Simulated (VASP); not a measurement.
# BN (a cell with a defect) in VASP: a series of runs, part 2 of 2

VASP 6.6.1.

## Step 3: Single point, PBE, collinear spin

File INCAR:

```
PREC = Accurate ; ENCUT = 520
EDIFF = 1E-6 ; ISMEAR = 0
SIGMA = 0.01 ; LREAL = Auto
LASPH = T ; NELM = 200
ALGO = Normal ; ISIF = 2
LWAVE = F ; LCHARG = T
ISPIN = 2 ; MAGMOM = 0 0 0 0.01 0 0 0 0 0 0 0 0 0 0 0.01 0 0 0.01 0 0.03 0 0.02 0 0 0.25 0 0.02 0 0 0 0.27 0 0.01 0
LORBIT = 11 ; NUPDOWN = 1.0
GGA = PE ; LELF = T
LVHAR = T ; NBANDS = 95
NELECT = 137.0 ; GGA_COMPAT = F
ISYM = -1
```

File KPOINTS:

```
explicit points
1
Reciprocal
  0.25000000   0.25000000   0.25000000 1
```

File POSCAR:

```
BN
1.0
    7.4650312844      0.0000000000      0.0000000000
   -3.7325156422      6.4649067324      0.0000000000
    0.0000000000      0.0000000000      6.4954828762
B N
17 17
Direct
    0.1142468861      0.2206523910      0.2501626929
    0.2426789368      0.1103182706      0.7483717412
    0.1139135177      0.5534165797      0.2499701184
    0.2308023522      0.4471242613      0.7490991835
    0.1137566707      0.8869979154      0.2500952504
    0.2148083858      0.7709884352      0.7483334398
    0.4476483304      0.2210532775      0.2502362217
    0.5267517709      0.1101116514      0.7487234114
    0.4476635732      0.5535116028      0.2500845681
    0.4475416310      0.8869991382      0.2499480175
    0.5548484343      0.7810191357      0.7497069798
    0.7806692745      0.2205915155      0.2500442018
    0.8883960035      0.1179442069      0.7489093605
    0.7800282749      0.5535081095      0.2503122769
    0.8756144272      0.4463211182      0.7486099892
    0.7805911879      0.8868847179      0.2501895984
    0.8851966673      0.7807375773      0.7483541084
    0.1227449088      0.2221349119      0.7485294164
    0.2247497719      0.1095559771      0.2501373006
    0.1055447426      0.5498575834      0.7484406606
    0.2246793496      0.4428852343      0.2500406112
    0.1114495781      0.8902063028      0.7477396921
    0.2247778012      0.7762924765      0.2499424908
    0.5580191079      0.1096479476      0.2499758283
    0.4474591682      0.5663073935      0.7506671633
    0.5579403585      0.4427481633      0.2503707356
    0.4387499303      0.8906463238      0.7489301049
    0.5582772648      0.7764839910      0.2502365155
    0.7606420357      0.2214951457      0.7490846123
    0.8915426908      0.1098216300      0.2501940959
    0.7790703446      0.5657010834      0.7481096551
    0.8913524772      0.4429266997      0.2499885624
    0.7796064978      0.8983493391      0.7492902228
    0.8914641795      0.7764179373      0.2499692817
```

Potentials or basis: VASP PAW PBE potentials, release 64 (B, N).

Launch:

```
> cat potpaw_PBE.64/B/POTCAR potpaw_PBE.64/N/POTCAR > POTCAR
> mpirun -np 1 vasp_std > vasp.out
```

Wall time 1.7 min (1 thread of Intel Xeon 6975P-C (Granite Rapids), shared host); peak memory 0.49 GiB.

It converged, with:

- Free energy: -286.9775 eV
- Largest force: 0.050 eV/Å
- Net moment: 1.00 μB per cell
- Site moments: B -0.00, +0.01, +0.00, -0.01 (each value once); N +0.01, -0.00, +0.04, +0.02, +0.32, +0.00, +0.35 (each value once) μB
- Valence electrons inside the program's atomic spheres: B 2.21, 1.90, 2.19, 2.22, 2.20, 2.24, 2.08 (each value once); N 3.94, 4.05, 3.99, 4.03, 3.89, 4.04 (each value once)

Forces in eV/Å, atoms in the order of the input:
```
B   -0.002 -0.002  0.000
B    0.042  0.026  0.004
B   -0.006 -0.003  0.002
B    0.005 -0.004  0.004
B    0.005 -0.002 -0.005
B    0.012 -0.002  0.004
B    0.005 -0.006 -0.001
B   -0.029  0.033  0.003
B    0.003  0.000  0.001
B    0.006  0.001  0.003
B    0.011  0.014  0.004
B    0.001  0.000  0.002
B    0.018  0.013  0.005
B    0.008 -0.006 -0.001
B    0.006 -0.014  0.002
B   -0.001  0.005 -0.002
B   -0.010  0.017  0.003
N   -0.013  0.000  0.005
N   -0.005  0.004 -0.011
N   -0.011 -0.006  0.005
N    0.005  0.002 -0.004
N   -0.020 -0.020  0.003
N   -0.003 -0.003 -0.005
N   -0.003  0.002  0.000
N    0.013 -0.015  0.002
N   -0.009  0.002 -0.008
N    0.011 -0.020  0.003
N   -0.007  0.000 -0.006
N   -0.011 -0.006  0.005
N    0.004  0.000 -0.004
N   -0.005 -0.005  0.002
N    0.000  0.004 -0.002
N   -0.009 -0.014 -0.001
N   -0.008  0.004 -0.009
```

Caveat: the cell carries a net charge on a neutralising background, which shifts energy and pressure; the total moment is fixed, so each spin has its own Fermi level.

## Step 4: Single point, PBE, collinear spin

File INCAR:

```
SYSTEM = BN
PREC     = Accurate       ! precision mode
ENCUT    = 520            ! plane-wave cutoff, eV
EDIFF    = 1E-6           ! SCF threshold, eV
ISMEAR   = 0              ! smearing method
SIGMA    = 0.01           ! smearing width, eV
LREAL    = Auto         
LASPH    = .True.         ! aspherical terms in the spheres
NELM     = 200            ! most SCF steps
ALGO     = Normal         ! electronic algorithm
ISIF     = 2              ! what is computed and relaxed
LWAVE    = .False.        ! write WAVECAR
LCHARG   = .False.        ! write CHGCAR
ISPIN    = 2              ! spin polarisation
MAGMOM   = 0 0 0 0.01 0 0 0 0 0 0 0 0 0 0 0.01 0 0 0 0 0.03 0 0.01 0 0 0.29 0 0.01 0 0 0 0.24 0 0.01 0 ! initial moments
LORBIT   = 11             ! projections on sites
NUPDOWN  = 1.0            ! fixed moment
GGA      = PE             ! functional
NBANDS   = 95             ! bands
NELECT   = 135.0        
GGA_COMPAT= .False.      
ISYM     = -1
```

KPOINTS is that of step 3.

File POSCAR:

```
BN
1.0
    7.4650312844      0.0000000000      0.0000000000
   -3.7325156422      6.4649067324      0.0000000000
    0.0000000000      0.0000000000      6.4954828762
B N
17 17
Direct
    0.1122060349      0.2236321399      0.2497168462
    0.1692865588      0.0847552812      0.7493468494
    0.1118565892      0.5559219358      0.2496107850
    0.2286418693      0.4515420342      0.7498759917
    0.1114880492      0.8891524992      0.2495625390
    0.2157672678      0.7708077653      0.7499218968
    0.4460527523      0.2244231084      0.2496206404
    0.5779693830      0.0860622618      0.7499902962
    0.4457017707      0.5560697674      0.2493631145
    0.4453592537      0.8891663336      0.2499865516
    0.5565172461      0.7715234036      0.7507102081
    0.7792091278      0.2236105813      0.2498292869
    0.8870848767      0.1115753617      0.7499497005
    0.7780201949      0.5560536536      0.2492733578
    0.8833981643      0.4509837889      0.7494027446
    0.7784526123      0.8892260691      0.2495682332
    0.8732993602      0.7683025926      0.7495713512
    0.1125859855      0.2281400796      0.7495539533
    0.2227872565      0.1122191146      0.2497940596
    0.1085016663      0.5544788815      0.7497089589
    0.2227223648      0.4455027153      0.2496062093
    0.1083565015      0.8836687547      0.7496430927
    0.2227801490      0.7788859765      0.2496964675
    0.5561377819      0.1123251367      0.2500630094
    0.4436456386      0.5593892124      0.7510398915
    0.5560763360      0.4456177461      0.2490295541
    0.4373214517      0.8850693837      0.7505759932
    0.5562053477      0.7790409933      0.2498163655
    0.7796942672      0.2275554215      0.7497623020
    0.8895359452      0.1123386454      0.2498181668
    0.7739200094      0.5561025515      0.7478645471
    0.8894276185      0.4455483467      0.2494637624
    0.7779615320      0.8932976908      0.7503835748
    0.8894447182      0.7789845399      0.2489592020
```

Launch:

```
> cat potpaw_PBE.64/B/POTCAR potpaw_PBE.64/N/POTCAR > POTCAR
> mpirun -np 1 vasp_std > vasp.out
```

Wall time 93 s (1 thread of Intel Xeon 6975P-C (Granite Rapids), shared host); peak memory 0.49 GiB.

Results (log left out):

```
Free energy                                           : -292.4288 eV
Largest force                                         : 0.041 eV/Å
Net moment                                            : 1.00 μB per cell
Site moments                                          : B -0.00, +0.00, +0.01, -0.01 (each value once); N +0.00, -0.00, +0.04, +0.01, +0.38, +0.02, +0.31 (each value once) μB
Valence electrons inside the program's atomic spheres : B 2.21, 2.17, 2.20, 2.23, 2.15, 2.19 (each value once); N 4.07, 4.03, 4.04, 4.02, 3.87, 4.05, 3.88, 4.06 (each value once)
```

Forces on the atoms (eV/Å):
```
B    0.004 -0.001 -0.004
B    0.000 -0.007  0.002
B    0.001 -0.003 -0.001
B   -0.002 -0.032  0.002
B    0.003 -0.007 -0.003
B   -0.003  0.008 -0.004
B    0.007  0.003 -0.003
B    0.008  0.014  0.002
B    0.006  0.002  0.001
B    0.002 -0.005 -0.004
B    0.021 -0.010 -0.002
B    0.003  0.006 -0.002
B   -0.004  0.002  0.000
B    0.002 -0.003 -0.002
B   -0.001 -0.025 -0.007
B    0.006 -0.001 -0.002
B   -0.014 -0.002 -0.007
N    0.034  0.000  0.006
N   -0.007  0.004  0.004
N    0.001  0.008  0.001
N   -0.002 -0.003  0.004
N    0.011  0.033  0.001
N   -0.003  0.004  0.005
N   -0.006  0.000  0.004
N    0.016  0.006 -0.008
N   -0.004 -0.003  0.003
N   -0.008  0.022 -0.001
N   -0.004 -0.002  0.004
N   -0.041 -0.007 -0.002
N   -0.002  0.001  0.004
N   -0.008 -0.004  0.002
N   -0.002  0.000  0.003
N   -0.011 -0.003  0.001
N   -0.002  0.005  0.003
```

Caveat: the cell carries a net charge on a neutralising background, which shifts energy and pressure; the total moment is fixed, so each spin has its own Fermi level.
